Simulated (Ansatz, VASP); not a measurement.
One calculation of TePb, two programs

Contents of INCAR:

```
SYSTEM = TePb
ALGO     = Normal         ! electronic algorithm
EDIFF    = 1E-6           ! SCF threshold, eV
ENCUT    = 520            ! plane-wave cutoff, eV
GGA      = PS             ! functional
ISIF     = 2              ! what is computed and relaxed
ISMEAR   = -1             ! smearing method
LASPH    = .True.         ! aspherical terms in the spheres
LCHARG   = .True.         ! write CHGCAR
LELF     = .True.         ! ELF
LREAL    = .False.        ! projectors in reciprocal space
LVHAR    = .True.       
LWAVE    = .False.        ! write WAVECAR
NBANDS   = 17             ! bands
NELM     = 100            ! most SCF steps
PREC     = Accurate       ! precision mode
SIGMA    = 0.03           ! smearing width, eV
```

The input KPOINTS:

```
k-points
0
Gamma
  10 10 10
  0 0 0
```

Contents of POSCAR:

```
TePb
1.0
    0.0000000000      3.2270000000      3.2915400000
    3.2270000000      0.0000000000      3.2915400000
    3.2270000000      3.2270000000      0.0000000000
Te Pb
1 1
Direct
    0.5000000000      0.5000000000      0.5000000000
    0.0000000000      0.0000000000      0.0000000000
```

Input for Ansatz:

```yaml
crystal:
  lattice:
    - [0.0, 3.227, 3.29154]
    - [3.227, 0.0, 3.29154]
    - [3.227, 3.227, 0.0]
  atoms:
    - { symbol: Te, position: [0.5, 0.5, 0.5] }
    - { symbol: Pb, position: [0.0, 0.0, 0.0] }
kpoints:
  mp_grid: { grid: [10, 10, 10] }
  band_path:
    path:
      - [0.0, 0.0, 0.0]
      - [0.0, 0.5, 0.5]
      - [0.25, 0.75, 0.5]
      - [0.0, 0.5, 0.0]
      - [0.0, 0.0, 0.0]
      - [0.5, 0.5, 0.0]
      - [0.3701460977, 0.6298539023, 0.0]
      - [-0.3701460977, 0.3701460977, 0.0]
      - [0.0, 0.0, 0.0]
    npoints: 5
scf:
  occupations: { method: fermi_dirac, width: 0.03 }
hamiltonian:
  xc: pbesol
  pseudopotentials: { kind: all_electron, lapw: { basis_error: 0.0005 } }
output:
  forces: true
  stress: true
  eigenvalues: true
```

Change from the starting cell: zz strain of +2 %.

Alike in both runs: task single point; functional PBEsol; k mesh 10 × 10 × 10; occupations fermi-dirac, width 0.03 eV; no spin polarisation.

```csv
,VASP,Ansatz
version,VASP 6.6.1,Ansatz 0.2.0
potentials or method,"VASP PAW PBE potentials, release 64 (Te, Pb_d), cutoff 520 eV","all-electron LAPW, scalar-relativistic"
```

VASP gave:

- pressure (GPa): -1.0
- traceless stress, the component that is largest in VASP (GPa): -1.38

Q: Estimate Ansatz's values.

A: Pressure (GPa): -1.0; traceless stress, the component that is largest in VASP (GPa): -1.37.

VASP's potentials were made for PBE, not for PBEsol. Ansatz ran all-electron here, and VASP with PAW potentials.

Neither program's run includes spin-orbit coupling.
